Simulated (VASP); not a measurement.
# TiO2 (P4_2/mnm) in VASP: single point with PBEsol

Aim: the single point of TiO2 with PBEsol.

All numbers are computed with VASP 6.6.1; they aren't measurements. Logs are shortened: lines on timing, memory, paths and dates and some standing lists are left out, and cuts for length are marked.

**The experiment to reproduce.**

“Shallow Valence Band of Rutile GeO2 and P-type Doping”, 2020, arxiv:2011.08928 quotes, for a bulk crystal of TiO2 at 1.6 K: band gap 3.03 eV (direct).

How close the calculation comes is told below.

### 1 The cell of the first run

Symmetry: P4_2/mnm, No. 136, tetragonal system. Conventional cell: a = 4.591 Å, b = 4.591 Å, c = 2.939 Å, α = 90.00°, β = 90.00°, γ = 90.00°. Within 2.6 Å of Ti (site symmetry mmm) lie 6 O at 1.94 to 1.98 Å. O (site symmetry m2m) has 3 Ti at 1.94 to 1.98 Å and 1 O at 2.54 Å within 2.6 Å.

### 2 Single point, PBEsol

INCAR reads:

```
ALGO     = Normal         # electronic algorithm
EDIFF    = 1E-6           # SCF threshold, eV
ENCUT    = 520            # plane-wave cutoff, eV
GGA      = PS             # functional
ISIF     = 2              # what is computed and relaxed
ISMEAR   = 0              # smearing method
LASPH    = True           # aspherical terms in the spheres
LCHARG   = True           # write CHGCAR
LELF     = True           # ELF
LREAL    = False          # projectors in reciprocal space
LVHAR    = True         
LWAVE    = False          # write WAVECAR
NBANDS   = 33             # bands
NELM     = 60             # most SCF steps
PREC     = Accurate       # precision mode
SIGMA    = 0.02           # smearing width, eV
```

KPOINTS reads:

```
k-points
0
Gamma
  6 6 10
```

POSCAR reads:

```
TiO2
1.0
    4.5908688254      0.0000000000      0.0000000000
    0.0000000000      4.5908688254      0.0000000000
    0.0000000000      0.0000000000      2.9392264225
Ti O
2 4
Direct
    0.0000000000      0.0000000000      0.0000000000
    0.5000000000      0.5000000000      0.5000000000
    0.3044100930      0.3044100930      0.0000000000
    0.1955899070      0.8044100930      0.5000000000
    0.6955899070      0.6955899070      0.0000000000
    0.8044100930      0.1955899070      0.5000000000
```

Potentials or basis: VASP PAW PBE potentials, release 64 (Ti_sv, O).

On the command line:

```
cat potpaw_PBE.64/Ti_sv/POTCAR potpaw_PBE.64/O/POTCAR > POTCAR
mpirun -np 1 vasp_std > vasp.out
```

OUTCAR:

```text
EDIFF = 1E-6
   ENCUT = 520
   GGA = PS
   ISIF = 2
   ISMEAR = 0
   LASPH = True
   LREAL = False
   NELM = 60
   PREC = Accurate

 ion  position               nearest neighbor table
   1  0.000  0.000  0.000-   4 1.94   6 1.94   4 1.94   6 1.94   5 1.98   3 1.98
   2  0.500  0.500  0.500-   3 1.94   5 1.94   3 1.94   5 1.94   4 1.98   6 1.98
   3  0.304  0.304  0.000-   2 1.94   2 1.94   1 1.98
   4  0.196  0.804  0.500-   1 1.94   1 1.94   2 1.98
   5  0.696  0.696  0.000-   2 1.94   2 1.94   1 1.98
   6  0.804  0.196  0.500-   1 1.94   1 1.94   2 1.98

  LATTYP: Found a simple tetragonal cell.
 ALAT       =     4.5908688254
 C/A-ratio  =     0.6402331529

  Lattice vectors:

 A1 = (   4.5908688254,   0.0000000000,   0.0000000000)
 A2 = (   0.0000000000,   4.5908688254,   0.0000000000)
 A3 = (   0.0000000000,   0.0000000000,   2.9392264225)

Analysis of symmetry for initial positions (statically):
=====================================================================
 Subroutine PRICEL returns:
 Original cell was already a primitive cell.

 Routine SETGRP: Setting up the symmetry group for a
 simple tetragonal supercell.

 Subroutine GETGRP returns: Found 16 space group operations
 (whereof  8 operations were pure point group operations)
 out of a pool of 16 trial point group operations.

The static configuration has the point symmetry D_2h.
 The point group associated with its full space group is D_4h.

Analysis of symmetry for dynamics (positions and initial velocities):
=====================================================================
 Subroutine PRICEL returns:
 Original cell was already a primitive cell.

 Routine SETGRP: Setting up the symmetry group for a
 simple tetragonal supercell.

 Subroutine GETGRP returns: Found 16 space group operations
 (whereof  8 operations were pure point group operations)
 out of a pool of 16 trial point group operations.

The dynamic configuration has the point symmetry D_2h.
 The point group associated with its full space group is D_4h.

 Subroutine INISYM returns: Found 16 space group operations
 (whereof  8 operations are pure point group operations),
 and found     1 'primitive' translations

----------------------------------------------------------------------------------------

                                     Primitive cell

  volume of cell :      61.9474

  direct lattice vectors                    reciprocal lattice vectors
     4.590868825  0.000000000  0.000000000     0.217823693  0.000000000  0.000000000
     0.000000000  4.590868825  0.000000000     0.000000000  0.217823693  0.000000000
     0.000000000  0.000000000  2.939226422     0.000000000  0.000000000  0.340225575

  length of vectors
     4.590868825  4.590868825  2.939226422     0.217823693  0.217823693  0.340225575

  position of ions in fractional coordinates (direct lattice)
     0.000000000  0.000000000  0.000000000
     0.500000000  0.500000000  0.500000000
     0.304410093  0.304410093  0.000000000
     0.195589907  0.804410093  0.500000000
     0.695589907  0.695589907  0.000000000
     0.804410093  0.195589907  0.500000000

  ion indices of the primitive-cell ions
   primitive index   ion index
                 1           1
                 2           2
                 3           3
                 4           4
                 5           5
                 6           6

----------------------------------------------------------------------------------------

 KPOINTS: k-points

Automatic generation of k-mesh.
 Grid dimensions read from file:
 generate k-points for:    6    6   10

 Generating k-lattice:

  Cartesian coordinates                     Fractional coordinates (reciprocal lattice)
     0.036303949  0.000000000  0.000000000     0.166666667  0.000000000  0.000000000
     0.000000000  0.036303949  0.000000000     0.000000000  0.166666667  0.000000000
     0.000000000  0.000000000  0.034022558     0.000000000  0.000000000  0.100000000

  Length of vectors
     0.036303949  0.036303949  0.034022558

  Shift w.r.t. Gamma in fractional coordinates (k-lattice)
     0.000000000  0.000000000  0.000000000

 Subroutine IBZKPT returns following result:
 ===========================================

 Found     60 irreducible k-points:

 Following reciprocal coordinates:
            Coordinates               Weight
  0.000000  0.000000  0.000000      1.000000
  0.166667  0.000000  0.000000      4.000000
  0.333333  0.000000  0.000000      4.000000
  0.500000  0.000000  0.000000      2.000000
  0.166667  0.166667  0.000000      4.000000
  0.333333  0.166667  0.000000      8.000000
[... 16 lines left out ...]
  0.333333  0.000000  0.200000      8.000000
  0.500000  0.000000  0.200000      4.000000
 [... further k-points ...]
   k-points           NKPTS =     60   k-points in BZ     NKDIM =     60   number of bands    NBANDS=     33
   number of dos      NEDOS =    301   number of ions     NIONS =      6
   total plane-waves  NPLWV =  31104
   dimension x,y,z NGX =    36 NGY =   36 NGZ =   24
   dimension x,y,z NGXF=    72 NGYF=   72 NGZF=   48
   ions per type =               2   4
   NGX,Y,Z   is equivalent  to a cutoff of  13.04, 13.04, 13.57 a.u.
   NGXF,Y,Z  is equivalent  to a cutoff of  26.07, 26.07, 27.15 a.u.
 SYSTEM =  unknown system
   PREC   = accura    normal or accurate (medium, high low for compatibility)
   ISTART =      0    job   : 0-new  1-cont  2-samecut
   ICHARG =      2    charge: 1-file 2-atom 10-const
   ISPIN  =      1    spin polarized calculation?
   LNONCOLLINEAR =      F non collinear calculations
   LSORBIT =      F    spin-orbit coupling
   LASPH  =      T    aspherical Exc in radial PAW
   ENCUT  =  520.0 eV  38.22 Ry    6.18 a.u.   8.54  8.54  5.47*2*pi/ulx,y,z
   NELM   =     60;   NELMIN=  2; NELMDL= -5     # of ELM steps
   EDIFF  = 0.1E-05   stopping-criterion for ELM
   LREAL  =      F    real-space projection
   EDIFFG = 0.1E-04   stopping-criterion for IOM
   NSW    =      0    number of steps for IOM
   IBRION =     -1    ionic relax: 0-MD 1-quasi-New 2-CG
   NFREE  =      0    steps in history (QN), initial steepest desc. (CG)
   ISIF   =      2    stress and relaxation
   ISYM   =      2    0-nonsym 1-usesym 2-fastsym
   POTIM  = 0.5000    time-step for ionic-motion
   TEBEG  =    0.0;   TEEND  =   0.0 temperature during run
   PSTRESS=    0.0 pullay stress
   NELECT =      48.0000    total number of electrons
   NUPDOWN=      -1.0000    fix difference up-down
   EMIN   =  10.00;   EMAX   =-10.00  energy-range for DOS
   EFERMI =   0.00;   METHOD = LEGACY
   ISMEAR =     0;   SIGMA  =   0.02  broadening in eV -4-tet -1-fermi 0-gaus
   EFERMI_NEDOS =   21; number of points for ismear=-14 and -15
   IALGO  =     38    algorithm
   IMIX   =      4    mixing-type and parameters
     AMIX     =   0.40;   BMIX     =  1.00
     AMIX_MAG =   1.60;   BMIX_MAG =  1.00
  volume/ion in A,a.u.               =      10.32        69.67
  Fermi-wavevector in a.u.,A,eV,Ry     =   1.503653  2.841492 30.762398  2.260972
  Thomas-Fermi vector in A             =   2.614735
   LORBIT       =      0    0 simple, 1 ext, 2 COOP (PROOUT), +10 PAW based schemes
   GGA     = PS    functional components
   LHFCALC =     F    Hartree Fock is set to
   AEXX    =    0.0000 exact exchange contribution
   IVDW    =     0    specifies the selected vdW correction
   LEPSILON=     F    determine dielectric tensor
   LRPA    =     F    only Hartree local field effects (RPA)
 non-spin polarized calculation
 Gauss-broadening in eV      SIGMA  =   0.02
  energy-cutoff  :      520.00
  volume of cell :       61.95
 maximum number of plane-waves:      1696
 NGX is ok and might be reduce to    36
   NGX = 17   NGY = 17   NGZ = 11

 number of electron      48.0000019 magnetization

 Free energy of the ion-electron system (eV)
  ---------------------------------------------------
  ext. energy  EPLUGINS =         0.00000000
  ---------------------------------------------------
  free energy    TOTEN  =       -56.09834582 eV

  energy without entropy =      -56.09834582  energy(sigma->0) =      -56.09834582

 E-fermi :   5.0057     XC(G=0): -11.7432

 val. band max:        4.8032431542   @ k =   0.0000   0.0000   0.0000
 cond. band min:       6.6434983492   @ k =   0.0000   0.0000   0.0000
 fundamental gap:      1.8402551950
 Fermi energy:         5.0056988492

 k-point     1 :       0.0000    0.0000    0.0000
  band No.  band energies     occupation
      1     -51.8200      2.00000
      2     -51.8016      2.00000
      3     -28.2508      2.00000
      4     -28.2508      2.00000
      5     -28.0762      2.00000
      6     -28.0762      2.00000
[... 25 lines left out ...]
     32      11.5259      0.00000
     33      11.5327      0.00000

 k-point     2 :       0.1667    0.0000    0.0000
  band No.  band energies     occupation
      1     -51.8187      2.00000
      2     -51.8029      2.00000
      3     -28.2415      2.00000
      4     -28.2405      2.00000
      5     -28.0877      2.00000
      6     -28.0868      2.00000
[... 25 lines left out ...]
     32      11.4297      0.00000
     33      11.4500      0.00000

 k-point     3 :       0.3333    0.0000    0.0000
  band No.  band energies     occupation
      1     -51.8154      2.00000
      2     -51.8062      2.00000
      3     -28.2164      2.00000
      4     -28.2140      2.00000
      5     -28.1166      2.00000
      6     -28.1141      2.00000
[... 25 lines left out ...]
     32      11.2374      0.00000
     33      11.2770      0.00000

 k-point     4 :       0.5000    0.0000    0.0000
  band No.  band energies     occupation
      1     -51.8108      2.00000
      2     -51.8108      2.00000
      3     -28.1938      2.00000
      4     -28.1938      2.00000
      5     -28.1379      2.00000
      6     -28.1379      2.00000
[... 673 lines left out ...]
     32      10.8078      0.00000
     33      11.0214      0.00000

 k-point    23 :       0.3333    0.0000    0.2000
  band No.  band energies     occupation
      1     -51.7990      2.00000
      2     -51.7916      2.00000
      3     -28.2191      2.00000
      4     -28.1978      2.00000
      5     -28.1718      2.00000
      6     -28.1569      2.00000
[... 25 lines left out ...]
     32      10.4073      0.00000
     33      11.0192      0.00000

 k-point    24 :       0.5000    0.0000    0.2000
  band No.  band energies     occupation
      1     -51.7953      2.00000
      2     -51.7953      2.00000
      3     -28.2107      2.00000
      4     -28.2107      2.00000
      5     -28.1509      2.00000
      6     -28.1509      2.00000
[... 25 lines left out ...]
     32      10.2217      0.00000
     33      11.4123      0.00000

 [... further k-points ...]

------------------------ aborting loop because EDIFF is reached ----------------------------------------

  FORCE on cell =-STRESS in cart. coord.  units (eV):
  Direction    XX          YY          ZZ          XY          YZ          ZX
  --------------------------------------------------------------------------------------
  -------------------------------------------------------------------------------------
  Total        0.2164631      0.2164631      0.3170484     -0.0000000      0.0000000      0.0000000
  in kB        5.5984993      5.5984993      8.1999912     -0.0000000      0.0000000      0.0000000
  external PRESSURE =       6.4656633 kB  Pullay stress =       0.0000000 kB

 VOLUME and BASIS-vectors are now :
 -----------------------------------------------------------------------------
  energy-cutoff  :      520.00
  volume of cell :       61.95
      direct lattice vectors                 reciprocal lattice vectors
     4.590868825  0.000000000  0.000000000     0.217823693  0.000000000  0.000000000
     0.000000000  4.590868825  0.000000000     0.000000000  0.217823693  0.000000000
     0.000000000  0.000000000  2.939226422     0.000000000  0.000000000  0.340225575

 POSITION                                       TOTAL-FORCE (eV/Angst)
 -----------------------------------------------------------------------------------
      0.00000      0.00000      0.00000         0.000000      0.000000     -0.000000
      2.29543      2.29543      1.46961         0.000000      0.000000     -0.000000
      1.39751      1.39751      0.00000        -0.015044     -0.015044      0.000000
      0.89793      3.69294      1.46961         0.015044     -0.015044     -0.000000
      3.19336      3.19336      0.00000         0.015044      0.015044     -0.000000
      3.69294      0.89793      1.46961        -0.015044      0.015044     -0.000000
 -----------------------------------------------------------------------------------
    total drift:                                0.000000      0.000000      0.000000

  FREE ENERGIE OF THE ION-ELECTRON SYSTEM (eV)
  ---------------------------------------------------
  free  energy   TOTEN  =       -56.0983458169 eV

  energy  without entropy=      -56.0983458169  energy(sigma->0) =      -56.09834582
```

Wall time 90 s (1 thread of Intel Xeon Platinum 8488C (Sapphire Rapids), shared host); peak memory 0.23 GiB.

Results:

- Free energy: -56.0983 eV
- Pressure: 0.6 GPa
- Largest force: 0.021 eV/Å
- Band gap on the k mesh: 1.84 eV, direct

Forces on the atoms (eV/Å):
```
Ti   0.000  0.000  0.000
Ti   0.000  0.000  0.000
O   -0.015 -0.015  0.000
O    0.015 -0.015  0.000
O    0.015  0.015  0.000
O   -0.015  0.015  0.000
```

Stress tensor (GPa, compression positive):
```
0.56 0.00 0.00
0.00 0.56 0.00
0.00 0.00 0.82
```

Caveat: the PAW data sets were made with another functional, which shifts forces and pressure a little.

### 3 Comparison with measurements

Step 2. A measured gap of TiO2 is 3.03 eV (direct; 1.6 K; quoted in “Shallow Valence Band of Rutile GeO2 and P-type Doping”, 2020, arxiv:2011.08928); the calculated 1.84 eV misses it by -1.19 eV. 2 values of this kind are on record in papers (3.03 to 3.05 eV); this one was drawn at random among those near their median. The value is that of PBEsol on a finite k mesh, which can miss the band edges, without temperature or zero-point motion. Semilocal functionals fall short of measured gaps as a rule.
